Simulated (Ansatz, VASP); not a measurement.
## MgO: VASP beside Ansatz

```xyz
2
Lattice="0.0000 2.0185 1.9579 2.0185 0.0000 1.9579 2.0185 2.0185 0.0000" Properties=species:S:1:pos:R:3 pbc="T T T"
Mg    0.0000    0.0000    0.0000
O     2.0185    2.0185    1.9579
```

Change from the starting cell: z stretched by -3 %, ions relaxed.

Alike in both runs: functional PBE; k mesh 13 × 13 × 13; occupations fermi-dirac, width 0.02 eV; no spin polarisation.

Ansatz relaxed the structure, and its values are those at the end. VASP's run is a single point on that final structure, the one shown.

```csv
,VASP,Ansatz
version,VASP 6.6.1,Ansatz 0.2.0
potentials or method,"VASP PAW PBE potentials, release 64 (Mg, O)","plane-wave PAW, scalar-relativistic"
plane-wave cutoff (eV),600,420
valence electrons in the cell,8,16
```

Ansatz gave:

| Item | Value |
| --- | --- |
| gap on the k mesh at the Fermi level (eV) | 6.40 |

Task: Estimate VASP's values.

Result: gap on the k mesh at the Fermi level (eV): 6.39.

VASP's potentials hold 8 valence electrons a cell and Ansatz's 16, so a difference there can come from the potentials and not from the codes. Ansatz's warnings: stress scf threshold loose.
